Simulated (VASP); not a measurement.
# ZnSe2 (Pa-3) in VASP: a series of runs

The runs below take ZnSe2 through single point, with r2SCAN.

Everything below comes from runs of VASP 6.6.1. Logs are shortened: lines on timing, memory, paths and dates and some standing lists are left out, and cuts for length are marked.

### 1 The cell of the first run

Symmetry: Pa-3, No. 205, cubic system. The conventional cell has a = 6.307 Å, b = 6.307 Å, c = 6.307 Å, α = 90.00°, β = 90.00°, γ = 90.00°. Within 3.5 Å of Zn (site symmetry -3) lie 6 Se at 2.65 Å. Se (site symmetry 3) has 1 Se at 2.37 Å and 3 Zn at 2.65 Å within 3.1 Å.

### 2 Single point, r2SCAN

File POSCAR:

```
ZnSe2
1.0
    6.3069739220      0.0000000000      0.0000000000
    0.0000000000      6.3069739220      0.0000000000
    0.0000000000      0.0000000000      6.3069739220
Zn Se
4 8
Direct
    0.5000000000      0.5000000000      0.0000000000
    0.5000000000      0.0000000000      0.5000000000
    0.0000000000      0.5000000000      0.5000000000
    0.0000000000      0.0000000000      0.0000000000
    0.1083085856      0.8916914144      0.3916914144
    0.8916914144      0.3916914144      0.1083085856
    0.3916914144      0.1083085856      0.8916914144
    0.6083085856      0.6083085856      0.6083085856
    0.8916914144      0.1083085856      0.6083085856
    0.1083085856      0.6083085856      0.8916914144
    0.6083085856      0.8916914144      0.1083085856
    0.3916914144      0.3916914144      0.3916914144
```

File INCAR.step1:

```
SYSTEM = ZnSe2
PREC     = Accurate       ! precision mode
ENCUT    = 520            ! plane-wave cutoff, eV
ISMEAR   = 0              ! smearing method
SIGMA    = 0.02           ! smearing width, eV
LREAL    = .FALSE.        ! projectors in reciprocal space
LASPH    = .TRUE.         ! aspherical terms in the spheres
NELM     = 80             ! most SCF steps
NBANDS   = 60             ! bands
GGA      = PE             ! functional
ALGO     = Normal         ! electronic algorithm
EDIFF    = 1E-4           ! SCF threshold, eV
LWAVE    = .TRUE.         ! write WAVECAR
LCHARG   = .FALSE.        ! write CHGCAR
```

File INCAR.step2:

```
SYSTEM = ZnSe2
PREC     = Accurate       ! precision mode
ENCUT    = 520            ! plane-wave cutoff, eV
EDIFF    = 1E-6           ! SCF threshold, eV
ISMEAR   = 0              ! smearing method
SIGMA    = 0.02           ! smearing width, eV
LREAL    = .FALSE.        ! projectors in reciprocal space
LASPH    = .TRUE.         ! aspherical terms in the spheres
NELM     = 80             ! most SCF steps
ALGO     = Normal         ! electronic algorithm
ISIF     = 2              ! what is computed and relaxed
LWAVE    = .FALSE.        ! write WAVECAR
LCHARG   = .FALSE.        ! write CHGCAR
METAGGA  = R2SCAN         ! meta-GGA
LMIXTAU  = .TRUE.       
NBANDS   = 60             ! bands
ISTART   = 1
```

File KPOINTS:

```
regular mesh
0
G
  4 4 4
  0 0 0
```

Potentials or basis: VASP PAW PBE potentials, release 64 (Zn, Se).

Run with:

```sh
$ cat potpaw_PBE.64/Zn/POTCAR potpaw_PBE.64/Se/POTCAR > POTCAR
$ cp INCAR.step1 INCAR
$ mpirun -np 1 vasp_std > vasp.out
$ cp INCAR.step2 INCAR
$ mpirun -np 1 vasp_std > vasp.out
```

OUTCAR:

```text
SYSTEM = ZnSe2
   PREC = Accurate
   ENCUT = 520
   EDIFF = 1E-6
   ISMEAR = 0
   LREAL = .FALSE.
   LASPH = .TRUE.
   NELM = 80
   ISIF = 2
   METAGGA = R2SCAN
   ISTART = 1

 ion  position               nearest neighbor table
   1  0.500  0.500  0.000-   6 2.65   7 2.65   8 2.65  10 2.65  11 2.65  12 2.65
   2  0.500  0.000  0.500-   5 2.65   7 2.65   8 2.65   9 2.65  11 2.65  12 2.65
   3  0.000  0.500  0.500-   5 2.65   6 2.65   8 2.65   9 2.65  10 2.65  12 2.65
   4  0.000  0.000  0.000-   5 2.65   6 2.65   7 2.65   9 2.65  10 2.65  11 2.65
   5  0.108  0.892  0.392-   9 2.37   3 2.65   4 2.65   2 2.65
   6  0.892  0.392  0.108-  10 2.37   3 2.65   4 2.65   1 2.65
   7  0.392  0.108  0.892-  11 2.37   2 2.65   4 2.65   1 2.65
   8  0.608  0.608  0.608-  12 2.37   2 2.65   3 2.65   1 2.65
   9  0.892  0.108  0.608-   5 2.37   3 2.65   4 2.65   2 2.65
  10  0.108  0.608  0.892-   6 2.37   3 2.65   4 2.65   1 2.65
  11  0.608  0.892  0.108-   7 2.37   2 2.65   4 2.65   1 2.65
  12  0.392  0.392  0.392-   8 2.37   2 2.65   3 2.65   1 2.65

  LATTYP: Found a simple cubic cell.
 ALAT       =     6.3069739220

  Lattice vectors:

 A1 = (   6.3069739220,   0.0000000000,   0.0000000000)
 A2 = (   0.0000000000,   6.3069739220,   0.0000000000)
 A3 = (   0.0000000000,   0.0000000000,   6.3069739220)

Analysis of symmetry for initial positions (statically):
=====================================================================
 Subroutine PRICEL returns:
 Original cell was already a primitive cell.

 Routine SETGRP: Setting up the symmetry group for a
 simple cubic supercell.

 Subroutine GETGRP returns: Found 24 space group operations
 (whereof  6 operations were pure point group operations)
 out of a pool of 48 trial point group operations.

The static configuration has the point symmetry S_6 .
 The point group associated with its full space group is T_h .

Analysis of symmetry for dynamics (positions and initial velocities):
=====================================================================
 Subroutine PRICEL returns:
 Original cell was already a primitive cell.

 Routine SETGRP: Setting up the symmetry group for a
 simple cubic supercell.

 Subroutine GETGRP returns: Found 24 space group operations
 (whereof  6 operations were pure point group operations)
 out of a pool of 48 trial point group operations.

The dynamic configuration has the point symmetry S_6 .
 The point group associated with its full space group is T_h .

 Subroutine INISYM returns: Found 24 space group operations
 (whereof  6 operations are pure point group operations),
 and found     1 'primitive' translations

----------------------------------------------------------------------------------------

                                     Primitive cell

  volume of cell :     250.8783

  direct lattice vectors                    reciprocal lattice vectors
     6.306973922  0.000000000  0.000000000     0.158554643  0.000000000  0.000000000
     0.000000000  6.306973922  0.000000000     0.000000000  0.158554643  0.000000000
     0.000000000  0.000000000  6.306973922     0.000000000  0.000000000  0.158554643

  length of vectors
     6.306973922  6.306973922  6.306973922     0.158554643  0.158554643  0.158554643

  position of ions in fractional coordinates (direct lattice)
     0.500000000  0.500000000  0.000000000
     0.500000000  0.000000000  0.500000000
     0.000000000  0.500000000  0.500000000
     0.000000000  0.000000000  0.000000000
     0.108308586  0.891691414  0.391691414
     0.891691414  0.391691414  0.108308586
     0.391691414  0.108308586  0.891691414
     0.608308586  0.608308586  0.608308586
     0.891691414  0.108308586  0.608308586
     0.108308586  0.608308586  0.891691414
     0.608308586  0.891691414  0.108308586
     0.391691414  0.391691414  0.391691414

  ion indices of the primitive-cell ions
   primitive index   ion index
                 1           1
                 2           2
                 3           3
                 4           4
                 5           5
                 6           6
                 7           7
                 8           8
                 9           9
                10          10
                11          11
                12          12

----------------------------------------------------------------------------------------

 KPOINTS: regular mesh

Automatic generation of k-mesh.
 Grid dimensions read from file:
 generate k-points for:    4    4    4

 Generating k-lattice:

  Cartesian coordinates                     Fractional coordinates (reciprocal lattice)
     0.039638661  0.000000000  0.000000000     0.250000000  0.000000000  0.000000000
     0.000000000  0.039638661  0.000000000     0.000000000  0.250000000  0.000000000
     0.000000000  0.000000000  0.039638661     0.000000000  0.000000000  0.250000000

  Length of vectors
     0.039638661  0.039638661  0.039638661

  Shift w.r.t. Gamma in fractional coordinates (k-lattice)
     0.000000000  0.000000000  0.000000000

 Subroutine IBZKPT returns following result:
 ===========================================

 Found     11 irreducible k-points:

 Following reciprocal coordinates:
            Coordinates               Weight
  0.000000  0.000000  0.000000      1.000000
  0.250000  0.000000  0.000000      6.000000
  0.500000  0.000000  0.000000      3.000000
  0.250000  0.250000  0.000000     12.000000
  0.500000  0.250000  0.000000      6.000000
 -0.250000  0.500000  0.000000      6.000000
  0.500000  0.500000  0.000000      3.000000
  0.250000  0.250000  0.250000      8.000000
  0.500000  0.250000  0.250000     12.000000
  0.500000  0.500000  0.250000      6.000000
  0.500000  0.500000  0.500000      1.000000
   k-points           NKPTS =     11   k-points in BZ     NKDIM =     11   number of bands    NBANDS=     60
   number of dos      NEDOS =    301   number of ions     NIONS =     12
   total plane-waves  NPLWV = 110592
   dimension x,y,z NGX =    48 NGY =   48 NGZ =   48
   dimension x,y,z NGXF=    96 NGYF=   96 NGZF=   96
   ions per type =               4   8
   NGX,Y,Z   is equivalent  to a cutoff of  12.65, 12.65, 12.65 a.u.
   NGXF,Y,Z  is equivalent  to a cutoff of  25.30, 25.30, 25.30 a.u.
 SYSTEM =  ZnSe2
   PREC   = accura    normal or accurate (medium, high low for compatibility)
   ISTART =      1    job   : 0-new  1-cont  2-samecut
   ICHARG =      0    charge: 1-file 2-atom 10-const
   ISPIN  =      1    spin polarized calculation?
   LNONCOLLINEAR =      F non collinear calculations
   LSORBIT =      F    spin-orbit coupling
   LASPH  =      T    aspherical Exc in radial PAW
   ENCUT  =  520.0 eV  38.22 Ry    6.18 a.u.  11.73 11.73 11.73*2*pi/ulx,y,z
   NELM   =     80;   NELMIN=  2; NELMDL=  0     # of ELM steps
   EDIFF  = 0.1E-05   stopping-criterion for ELM
   LREAL  =      F    real-space projection
   EDIFFG = 0.1E-04   stopping-criterion for IOM
   NSW    =      0    number of steps for IOM
   IBRION =     -1    ionic relax: 0-MD 1-quasi-New 2-CG
   NFREE  =      0    steps in history (QN), initial steepest desc. (CG)
   ISIF   =      2    stress and relaxation
   ISYM   =      2    0-nonsym 1-usesym 2-fastsym
   POTIM  = 0.5000    time-step for ionic-motion
   TEBEG  =    0.0;   TEEND  =   0.0 temperature during run
   PSTRESS=    0.0 pullay stress
   NELECT =      96.0000    total number of electrons
   NUPDOWN=      -1.0000    fix difference up-down
   EMIN   =  10.00;   EMAX   =-10.00  energy-range for DOS
   EFERMI =   0.00;   METHOD = LEGACY
   ISMEAR =     0;   SIGMA  =   0.02  broadening in eV -4-tet -1-fermi 0-gaus
   EFERMI_NEDOS =   21; number of points for ismear=-14 and -15
   IALGO  =     38    algorithm
   IMIX   =      4    mixing-type and parameters
     AMIX     =   0.40;   BMIX     =  1.00
     AMIX_MAG =   1.60;   BMIX_MAG =  1.00
  volume/ion in A,a.u.               =      20.91       141.08
  Fermi-wavevector in a.u.,A,eV,Ry     =   1.188532  2.246000 19.219702  1.412608
  Thomas-Fermi vector in A             =   2.324659
   LORBIT       =      0    0 simple, 1 ext, 2 COOP (PROOUT), +10 PAW based schemes
   METAGGA = R2SCAN    functional components
   LHFCALC =     F    Hartree Fock is set to
   AEXX    =    0.0000 exact exchange contribution
   IVDW    =     0    specifies the selected vdW correction
   LEPSILON=     F    determine dielectric tensor
   LRPA    =     F    only Hartree local field effects (RPA)
 non-spin polarized calculation
 Gauss-broadening in eV      SIGMA  =   0.02
  energy-cutoff  :      520.00
  volume of cell :      250.88
 maximum number of plane-waves:      6816
 NGX is ok and might be reduce to    48
   NGX = 23   NGY = 23   NGZ = 23

 number of electron      96.0000023 magnetization

 Free energy of the ion-electron system (eV)
  ---------------------------------------------------
  ext. energy  EPLUGINS =         0.00000000
  ---------------------------------------------------
  free energy    TOTEN  =      -155.24522336 eV

  energy without entropy =     -155.24522336  energy(sigma->0) =     -155.24522336

 E-fermi :   3.6902     XC(G=0): -10.5657

 val. band max:        3.5481964639   @ k =   0.0000   0.0000   0.0000
 cond. band min:       4.7279028038   @ k =   0.2500   0.2500   0.2500
 fundamental gap:      1.1797063399
 Fermi energy:         3.6901720683

 k-point     1 :       0.0000    0.0000    0.0000
  band No.  band energies     occupation
      1     -12.4481      2.00000
      2     -11.3686      2.00000
      3     -11.3686      2.00000
      4     -11.3686      2.00000
      5      -8.9486      2.00000
      6      -8.9486      2.00000
[... 682 lines left out ...]
     59       8.6110      0.00000
     60       8.6110      0.00000

------------------------ aborting loop because EDIFF is reached ----------------------------------------

  FORCE on cell =-STRESS in cart. coord.  units (eV):
  Direction    XX          YY          ZZ          XY          YZ          ZX
  --------------------------------------------------------------------------------------
  -------------------------------------------------------------------------------------
  Total        0.0722793      0.0722793      0.0722793      0.0000000      0.0000000      0.0000000
  in kB        0.4615954      0.4615954      0.4615954      0.0000000      0.0000000      0.0000000
  external PRESSURE =       0.4615954 kB  Pullay stress =       0.0000000 kB

 VOLUME and BASIS-vectors are now :
 -----------------------------------------------------------------------------
  energy-cutoff  :      520.00
  volume of cell :      250.88
      direct lattice vectors                 reciprocal lattice vectors
     6.306973922  0.000000000  0.000000000     0.158554643  0.000000000  0.000000000
     0.000000000  6.306973922  0.000000000     0.000000000  0.158554643  0.000000000
     0.000000000  0.000000000  6.306973922     0.000000000  0.000000000  0.158554643

 POSITION                                       TOTAL-FORCE (eV/Angst)
 -----------------------------------------------------------------------------------
      3.15349      3.15349      0.00000         0.000000     -0.000000      0.000000
      3.15349      0.00000      3.15349         0.000000     -0.000000      0.000000
      0.00000      3.15349      3.15349         0.000000     -0.000000      0.000000
      0.00000      0.00000      0.00000         0.000000     -0.000000      0.000000
      0.68310      5.62387      2.47039        -0.001582      0.001582      0.001582
      5.62387      2.47039      0.68310         0.001582      0.001582     -0.001582
      2.47039      0.68310      5.62387         0.001582     -0.001582      0.001582
      3.83659      3.83659      3.83659        -0.001582     -0.001582     -0.001582
      5.62387      0.68310      3.83659         0.001582     -0.001582     -0.001582
      0.68310      3.83659      5.62387        -0.001582     -0.001582      0.001582
      3.83659      5.62387      0.68310        -0.001582      0.001582     -0.001582
      2.47039      2.47039      2.47039         0.001582      0.001582      0.001582
 -----------------------------------------------------------------------------------
    total drift:                               -0.000000      0.000000     -0.000000

  FREE ENERGIE OF THE ION-ELECTRON SYSTEM (eV)
  ---------------------------------------------------
  free  energy   TOTEN  =      -155.2452233567 eV

  energy  without entropy=     -155.2452233567  energy(sigma->0) =     -155.24522336
```

Run time: 11 min. Hardware: 1 thread of AMD EPYC 9755, shared host; peak memory 0.39 GiB.

Results:

| Quantity | Value |
| --- | --- |
| Free energy | -155.2452 eV |
| Pressure | 0.0 GPa |
| Band gap on the k mesh | 1.18 eV (least direct gap 1.35 eV) |

Forces in eV/Å, atoms in the order of the input:
```
Zn   0.000  0.000  0.000
Zn   0.000  0.000  0.000
Zn   0.000  0.000  0.000
Zn   0.000  0.000  0.000
Se  -0.002  0.002  0.002
Se   0.002  0.002 -0.002
Se   0.002 -0.002  0.002
Se  -0.002 -0.002 -0.002
Se   0.002 -0.002 -0.002
Se  -0.002 -0.002  0.002
Se  -0.002  0.002 -0.002
Se   0.002  0.002  0.002
```

Caveat: the PAW data sets were made with another functional, which shifts forces and pressure a little. A k mesh can miss the band edges.

### 3 Single point, r2SCAN

POSCAR is that of step 2.

File INCAR.step1:

```
ALGO = Normal ; EDIFF = 1E-4
ENCUT = 520 ; GGA = PE
ISMEAR = 0 ; LASPH = True
LCHARG = False ; LREAL = False
LWAVE = True ; NBANDS = 60
NELM = 100 ; PREC = Accurate
SIGMA = 0.02
```

File INCAR.step2:

```
ALGO = Normal ; EDIFF = 1E-6
ENCUT = 520 ; ISIF = 2
ISMEAR = 0 ; ISTART = 1
LASPH = True ; LCHARG = True
LELF = True ; LMIXTAU = True
LREAL = False ; LVHAR = True
LWAVE = False ; METAGGA = R2SCAN
NBANDS = 60 ; NELM = 100
PREC = Accurate ; SIGMA = 0.02
```

File KPOINTS:

```
k-points
0
Gamma
  4 4 4
```

Potentials or basis: VASP PAW PBE potentials, release 64 (Zn, Se).

Run with:

```sh
$ cat potpaw_PBE.64/Zn/POTCAR potpaw_PBE.64/Se/POTCAR > POTCAR
$ cp INCAR.step1 INCAR
$ mpirun -np 1 vasp_std > vasp.out
$ cp INCAR.step2 INCAR
$ mpirun -np 1 vasp_std > vasp.out
```

It took 9.3 min on 1 thread of AMD EPYC 9755, shared host; peak memory 0.39 GiB.

Results (log left out):

```
Free energy            : -155.2452 eV
Pressure               : 0.0 GPa
Band gap on the k mesh : 1.18 eV (least direct gap 1.35 eV)
```

Forces in eV/Å, atoms in the order of the input:
```
Zn   0.000  0.000  0.000
Zn   0.000  0.000  0.000
Zn   0.000  0.000  0.000
Zn   0.000  0.000  0.000
Se  -0.002  0.002  0.002
Se   0.002  0.002 -0.002
Se   0.002 -0.002  0.002
Se  -0.002 -0.002 -0.002
Se   0.002 -0.002 -0.002
Se  -0.002 -0.002  0.002
Se  -0.002  0.002 -0.002
Se   0.002  0.002  0.002
```

Levels at points of the mesh, in eV from the valence-band top:
```
           k point  band 44  band 45  band 46  band 47  band 48  band 49  band 50  band 51  band 52  band 53
(0.00, 0.00, 0.00)    -0.73    -0.73    -0.73     0.00     0.00     1.35     1.93     2.53     2.53     2.53
(0.50, 0.00, 0.00)    -1.97    -1.51    -1.51    -0.16    -0.16     1.65     1.65     1.67     1.67     3.58
(0.50, 0.50, 0.00)    -1.78    -1.51    -1.51    -1.51    -1.51     1.60     1.60     1.60     1.60     3.18
(0.50, 0.50, 0.50)    -2.24    -2.01    -2.01    -2.01    -2.01     1.67     1.67     1.67     1.67     3.10
```

Caveat: the PAW data sets were made with another functional, which shifts forces and pressure a little. A k mesh can miss the band edges.
